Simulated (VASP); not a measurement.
# Sb in VASP: relaxation of the atoms with PBE+D3(BJ)

Aim: the relaxation of the atoms of Sb with PBE+D3(BJ).

Program: VASP 6.6.1. These are calculated values, not measurements. Logs are shortened: lines on timing, memory, paths and dates and some standing lists are left out, and cuts for length are marked.

**1. The cell of the first run**

The cell holds a slab with vacuum, 12 atoms: a = 6.123 Å, b = 6.123 Å, c = 22.123 Å, α = 90.00°, β = 90.00°, γ = 90.00°.

**2. Relaxation of the atoms, PBE+D3(BJ)**

File INCAR:

```
SYSTEM = Sb
  PREC = Accurate
  ENCUT = 520
  EDIFF = 1E-6
  ISMEAR = 0
  SIGMA = 0.1
  LREAL = .False.
  LASPH = .True.
  NELM = 60
  ALGO = Normal
  ISIF = 2
  LWAVE = .False.
  LCHARG = .False.
  LDIPOL = .True.
  IDIPOL = 3
  DIPOL = 0.5 0.5 0.500
  GGA = PE
  IVDW = 12
  IBRION = 2
  NSW = 90
  EDIFFG = -0.03
```

File KPOINTS:

```
Automatic mesh
0
Gamma
  3 3 1
  0 0 0
```

File POSCAR:

```
Sb
1.0
    6.1229478380      0.0000000000      0.0000000000
    0.0000000000      6.1229478380      0.0000000000
    0.0000000000      0.0000000000     22.1229478380
Sb
12
Selective dynamics
Direct
    0.0000000000      0.0000000000      0.3616154619  F F F
    0.0000000000      0.5000000000      0.3616154619  F F F
    0.5000000000      0.0000000000      0.3616154619  F F F
    0.5000000000      0.5000000000      0.3616154619  F F F
    0.0000000000      0.0000000000      0.5000000000  T T T
    0.0000000000      0.5000000000      0.5000000000  T T T
    0.5000000000      0.0000000000      0.5000000000  T T T
    0.5000000000      0.5000000000      0.5000000000  T T T
    0.0000000000      0.0000000000      0.6383845381  T T T
    0.0000000000      0.5000000000      0.6383845381  T T T
    0.5000000000      0.0000000000      0.6383845381  T T T
    0.5000000000      0.5000000000      0.6383845381  T T T
```

Potentials or basis: VASP PAW PBE potentials, release 64 (Sb).

The run is started by

```
$ cat potpaw_PBE.64/Sb/POTCAR > POTCAR
$ mpirun -np 1 vasp_std > vasp.out
```

OUTCAR:

```text
SYSTEM = Sb
   PREC = Accurate
   ENCUT = 520
   EDIFF = 1E-6
   ISMEAR = 0
   LREAL = .False.
   LASPH = .True.
   NELM = 60
   ISIF = 2
   GGA = PE
   IVDW = 12
   IBRION = 2
   NSW = 90
   EDIFFG = -0.03
 IVDW          = 12

 ion  position               nearest neighbor table
   1  0.000  0.000  0.362-   5 3.06   3 3.06   2 3.06   2 3.06   3 3.06
   2  0.000  0.500  0.362-   6 3.06   4 3.06   1 3.06   1 3.06   4 3.06
   3  0.500  0.000  0.362-   7 3.06   4 3.06   1 3.06   4 3.06   1 3.06
   4  0.500  0.500  0.362-   8 3.06   3 3.06   2 3.06   3 3.06   2 3.06
   5  0.000  0.000  0.500-   1 3.06   9 3.06   7 3.06   6 3.06   6 3.06   7 3.06
   6  0.000  0.500  0.500-   2 3.06  10 3.06   8 3.06   5 3.06   5 3.06   8 3.06
   7  0.500  0.000  0.500-   3 3.06  11 3.06   8 3.06   5 3.06   8 3.06   5 3.06
   8  0.500  0.500  0.500-   4 3.06  12 3.06   7 3.06   6 3.06   7 3.06   6 3.06
   9  0.000  0.000  0.638-   5 3.06  10 3.06  11 3.06  10 3.06  11 3.06
  10  0.000  0.500  0.638-   6 3.06   9 3.06  12 3.06   9 3.06  12 3.06
  11  0.500  0.000  0.638-   7 3.06   9 3.06  12 3.06  12 3.06   9 3.06
  12  0.500  0.500  0.638-   8 3.06  10 3.06  11 3.06  11 3.06  10 3.06
[... 7 lines left out ...]
 A1 = (   6.1229478380,   0.0000000000,   0.0000000000)
 A2 = (   0.0000000000,   6.1229478380,   0.0000000000)
 A3 = (   0.0000000000,   0.0000000000,  22.1229478380)

Analysis of symmetry for initial positions (statically):
=====================================================================
 Subroutine PRICEL returns following result:

  LATTYP: Found a simple tetragonal cell.
 ALAT       =     3.0614739190
 C/A-ratio  =     7.2262408315
[... 12 lines left out ...]
 Subroutine GETGRP returns: Found 16 space group operations
 (whereof 16 operations were pure point group operations)
 out of a pool of 16 trial point group operations.

The static configuration has the point symmetry D_4h.

Analysis of symmetry for dynamics (positions and initial velocities):
=====================================================================
 Subroutine PRICEL returns following result:

  LATTYP: Found a simple tetragonal cell.
 ALAT       =     3.0614739190
 C/A-ratio  =     7.2262408315
[... 12 lines left out ...]
 Subroutine GETGRP returns: Found 16 space group operations
 (whereof 16 operations were pure point group operations)
 out of a pool of 16 trial point group operations.

The dynamic configuration has the point symmetry D_4h.

Analysis of constrained symmetry for selective dynamics:
=====================================================================
 Subroutine PRICEL returns following result:

  LATTYP: Found a simple tetragonal cell.
 ALAT       =     3.0614739190
 C/A-ratio  =     7.2262408315
[... 12 lines left out ...]
 Subroutine GETGRP returns: Found  8 space group operations
 (whereof  8 operations were pure point group operations)
 out of a pool of 16 trial point group operations.

The constrained configuration has the point symmetry C_4v.

 Subroutine INISYM returns: Found  8 space group operations
 (whereof  8 operations are pure point group operations),
 and found     4 'primitive' translations

----------------------------------------------------------------------------------------

                                     Primitive cell

  volume of cell :     207.3500

  direct lattice vectors                    reciprocal lattice vectors
     3.061473919  0.000000000  0.000000000     0.326640052  0.000000000  0.000000000
     0.000000000  3.061473919  0.000000000     0.000000000  0.326640052  0.000000000
     0.000000000  0.000000000 22.122947838     0.000000000  0.000000000  0.045201933

  length of vectors
     3.061473919  3.061473919 22.122947838     0.326640052  0.326640052  0.045201933

  position of ions in fractional coordinates (direct lattice)
     0.000000000  0.000000000  0.361615462
     0.000000000  0.000000000  0.500000000
     0.000000000  0.000000000  0.638384538

  ion indices of the primitive-cell ions
   primitive index   ion index
                 1           1
                 2           5
                 3           9

----------------------------------------------------------------------------------------

 KPOINTS: Automatic mesh

Automatic generation of k-mesh.
 Grid dimensions read from file:
 generate k-points for:    3    3    1

 Generating k-lattice:

  Cartesian coordinates                     Fractional coordinates (reciprocal lattice)
     0.054440009  0.000000000  0.000000000     0.333333333  0.000000000  0.000000000
     0.000000000  0.054440009  0.000000000     0.000000000  0.333333333  0.000000000
     0.000000000  0.000000000  0.045201933     0.000000000  0.000000000  1.000000000

  Length of vectors
     0.054440009  0.054440009  0.045201933

  Shift w.r.t. Gamma in fractional coordinates (k-lattice)
     0.000000000  0.000000000  0.000000000

 Subroutine IBZKPT returns following result:
 ===========================================

 Found      3 irreducible k-points:

 Following reciprocal coordinates:
            Coordinates               Weight
  0.000000  0.000000  0.000000      1.000000
  0.333333  0.000000  0.000000      4.000000
  0.333333  0.333333  0.000000      4.000000
   k-points           NKPTS =      3   k-points in BZ     NKDIM =      3   number of bands    NBANDS=     37
   number of dos      NEDOS =    301   number of ions     NIONS =     12
   total plane-waves  NPLWV = 387072
   dimension x,y,z NGX =    48 NGY =   48 NGZ =  168
   dimension x,y,z NGXF=    96 NGYF=   96 NGZF=  336
   ions per type =              12
   NGX,Y,Z   is equivalent  to a cutoff of  13.03, 13.03, 12.62 a.u.
   NGXF,Y,Z  is equivalent  to a cutoff of  26.07, 26.07, 25.25 a.u.
 SYSTEM =  Sb
   PREC   = accura    normal or accurate (medium, high low for compatibility)
   ISTART =      0    job   : 0-new  1-cont  2-samecut
   ICHARG =      2    charge: 1-file 2-atom 10-const
   ISPIN  =      1    spin polarized calculation?
   LNONCOLLINEAR =      F non collinear calculations
   LSORBIT =      F    spin-orbit coupling
   LASPH  =      T    aspherical Exc in radial PAW
   ENCUT  =  520.0 eV  38.22 Ry    6.18 a.u.  11.38 11.38 41.13*2*pi/ulx,y,z
   NELM   =     60;   NELMIN=  2; NELMDL= -5     # of ELM steps
   EDIFF  = 0.1E-05   stopping-criterion for ELM
   LREAL  =      F    real-space projection
   EDIFFG = -.3E-01   stopping-criterion for IOM
   NSW    =     90    number of steps for IOM
   IBRION =      2    ionic relax: 0-MD 1-quasi-New 2-CG
   NFREE  =      1    steps in history (QN), initial steepest desc. (CG)
   ISIF   =      2    stress and relaxation
   ISYM   =      2    0-nonsym 1-usesym 2-fastsym
   POTIM  = 0.5000    time-step for ionic-motion
   TEBEG  =    0.0;   TEEND  =   0.0 temperature during run
   PSTRESS=    0.0 pullay stress
   NELECT =      60.0000    total number of electrons
   NUPDOWN=      -1.0000    fix difference up-down
   EMIN   =  10.00;   EMAX   =-10.00  energy-range for DOS
   EFERMI =   0.00;   METHOD = LEGACY
   ISMEAR =     0;   SIGMA  =   0.10  broadening in eV -4-tet -1-fermi 0-gaus
   EFERMI_NEDOS =   21; number of points for ismear=-14 and -15
   IALGO  =     38    algorithm
   IMIX   =      4    mixing-type and parameters
     AMIX     =   0.40;   BMIX     =  1.00
     AMIX_MAG =   1.60;   BMIX_MAG =  1.00
  volume/ion in A,a.u.               =      69.12       466.42
  Fermi-wavevector in a.u.,A,eV,Ry     =   0.682135  1.289049  6.330908  0.465309
  Thomas-Fermi vector in A             =   1.761121
   LORBIT       =      0    0 simple, 1 ext, 2 COOP (PROOUT), +10 PAW based schemes
   GGA     = PE    functional components
   LHFCALC =     F    Hartree Fock is set to
   AEXX    =    0.0000 exact exchange contribution
   IVDW    =    12    specifies the selected vdW correction
   LEPSILON=     F    determine dielectric tensor
   LRPA    =     F    only Hartree local field effects (RPA)
 conjugate gradient relaxation of ions
 non-spin polarized calculation
 Gauss-broadening in eV      SIGMA  =   0.10
  energy-cutoff  :      520.00
  volume of cell :      829.40
 maximum number of plane-waves:     22362
 NGX is ok and might be reduce to    48
   NGX = 23   NGY = 23   NGZ = 83

--------------------------------------- Ionic step        1  -------------------------------------------

 number of electron      59.9999992 magnetization

 Free energy of the ion-electron system (eV)
  ---------------------------------------------------
  ext. energy  EPLUGINS =         0.00000000
  ---------------------------------------------------
  free energy    TOTEN  =       -48.25579099 eV

  energy without entropy =      -48.23804662  energy(sigma->0) =      -48.24691881

------------------------ aborting loop because EDIFF is reached ----------------------------------------

 Edisp (eV)   -4.48987

 E8    (eV) :    -2.1669
[... 35 lines left out ...]
  FREE ENERGIE OF THE ION-ELECTRON SYSTEM (eV)
  ---------------------------------------------------
  free  energy   TOTEN  =       -52.7456625953 eV

  energy  without entropy=      -52.7279182222  energy(sigma->0) =      -52.73679041

 dipolmoment           0.000000      0.000000     -0.000149 electrons x Angstroem

--------------------------------------- Ionic step        2  -------------------------------------------

 number of electron      59.9999992 magnetization

------------------------ aborting loop because EDIFF is reached ----------------------------------------
[... 45 lines left out ...]
--------------------------------------- Ionic step        3  -------------------------------------------

 number of electron      59.9999993 magnetization

 dipolmoment           0.000000      0.000000      0.002318 electrons x Angstroem

 Free energy of the ion-electron system (eV)
  ---------------------------------------------------
  ext. energy  EPLUGINS =         0.00000000
  ---------------------------------------------------
  free energy    TOTEN  =       -48.26175395 eV

  energy without entropy =      -48.24492153  energy(sigma->0) =      -48.25333774

 E-fermi :   0.6818     XC(G=0):  -4.6946

 val. band max:        0.5196098244   @ k =   0.3333   0.3333   0.0000
 cond. band min:       0.6834087752   @ k =   0.0000   0.0000   0.0000
 fundamental gap:      0.1637989508
 Fermi energy:         0.6817733678

 k-point     1 :       0.0000    0.0000    0.0000
  band No.  band energies     occupation
      1     -11.8350      2.00000
      2     -10.7853      2.00000
      3      -9.9157      2.00000
      4      -9.2565      2.00000
      5      -9.2565      2.00000
      6      -8.1641      2.00000
[... 109 lines left out ...]
     36       2.0053      0.00000
     37       2.3431      0.00000

------------------------ aborting loop because EDIFF is reached ----------------------------------------

 vacuum level on the upper side and lower side of the slab       (xc-potential included)        -0.081        -0.042

 Edisp (eV)   -4.48513

 E8    (eV) :    -2.1645

  FORCE on cell =-STRESS in cart. coord.  units (eV):
  Direction    XX          YY          ZZ          XY          YZ          ZX
  --------------------------------------------------------------------------------------
  -------------------------------------------------------------------------------------
  Total      -2.32392    -2.32392     0.66193     0.00000     0.00000     0.00000
  in kB      -4.48919    -4.48919     1.27867     0.00000     0.00000     0.00000
  external pressure =       -2.57 kB  Pullay stress =        0.00 kB
[... 27 lines left out ...]
  FREE ENERGIE OF THE ION-ELECTRON SYSTEM (eV)
  ---------------------------------------------------
  free  energy   TOTEN  =       -52.7468861683 eV

  energy  without entropy=      -52.7300537532  energy(sigma->0) =      -52.73846996

 reached required accuracy - stopping structural energy minimisation

 vacuum level on the upper side and lower side of the slab         4.895         4.911
```

It took 4.6 min on 1 thread of Intel Xeon Platinum 8488C (Sapphire Rapids), shared host; peak memory 0.83 GiB.

Results:

- Free energy: -52.7469 eV
- Energy gained by relaxing: 0.1 meV/atom
- Ionic steps: 3
- Band gap on the k mesh: zero (bands 30 and 31 overlap by 0.32 eV)
- Dispersion energy per atom: -0.374 eV

Step by step:
```csv
step,energy change (eV),largest force on free atoms (eV/Å),pressure (GPa)
1,0.0000,0.0492,-0.23
2,-0.0004,0.0411,-0.24
3,-0.0012,0.0257,-0.26
```

Final structure:
```
CELL_PARAMETERS angstrom
6.12295 0.00000 0.00000
0.00000 6.12295 0.00000
0.00000 0.00000 22.12295
ATOMIC_POSITIONS crystal
Sb 0.00000 0.00000 0.36162
Sb 0.00000 0.50000 0.36162
Sb 0.50000 0.00000 0.36162
Sb 0.50000 0.50000 0.36162
Sb 0.00000 0.00000 0.50000
Sb 0.00000 0.50000 0.50000
Sb 0.50000 0.00000 0.50000
Sb 0.50000 0.50000 0.50000
Sb 0.00000 0.00000 0.63881
Sb 0.00000 0.50000 0.63881
Sb 0.50000 0.00000 0.63881
Sb 0.50000 0.50000 0.63881
```

Caveat: spin-orbit coupling is left out, which moves the levels of the heavy elements.

The gap in the log of VASP goes by the Fermi energy; the results here count the filled bands.